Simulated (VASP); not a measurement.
SrTiO3, 5 atoms in the cell. It takes space group Pm-3m (No. 221, cubic). The conventional cell has a = 3.918 Å, b = 3.918 Å, c = 3.918 Å, α = 90.00°, β = 90.00°, γ = 90.00°. Within 3.7 Å of Sr (site symmetry m-3m) lie 12 O at 2.77 Å and 8 Ti at 3.39 Å. Ti (site symmetry m-3m) has 6 O at 1.96 Å within 2.6 Å. Within 2.6 Å of O (site symmetry 4/mmm) lie 2 Ti at 1.96 Å. 

```yaml
Program: VASP 6.6.1
Task: single point
Functional: r2SCAN
Potentials_or_basis: VASP PAW PBE potentials, release 64 (Sr_sv, Ti_sv, O_h)
Cutoff: 910 eV
k_mesh: 6 × 6 × 6
Occupations: gaussian, width 0.05 eV
Spin: no spin polarisation
Hubbard_terms: Ti d U = 4.0 eV
Dipole_correction: no
Further_INCAR_settings: ALGO = Normal; EDIFF = 1e-06; NBANDS = 28
```

Potentials or basis: VASP PAW PBE potentials, release 64 (Sr_sv, Ti_sv, O_h).

Run with:

```console
$ cat potpaw_PBE.64/Sr_sv/POTCAR potpaw_PBE.64/Ti_sv/POTCAR potpaw_PBE.64/O_h/POTCAR > POTCAR
$ cp INCAR.step1 INCAR
$ mpirun -np 1 vasp_std > vasp.out
$ cp INCAR.step2 INCAR
$ mpirun -np 1 vasp_std > vasp.out
```

Hardware: 1 thread of Intel(R) Xeon(R) Platinum 8259CL CPU @ 2.50GHz (Skylake/Cascade Lake) (shared host).

Question: How long does it take, and how much memory?

Answer: It took 3.7 min on 1 thread of Intel(R) Xeon(R) Platinum 8259CL CPU @ 2.50GHz (Skylake/Cascade Lake), with other jobs on the host, peak memory 0.31 GiB. Counts: k points 20.
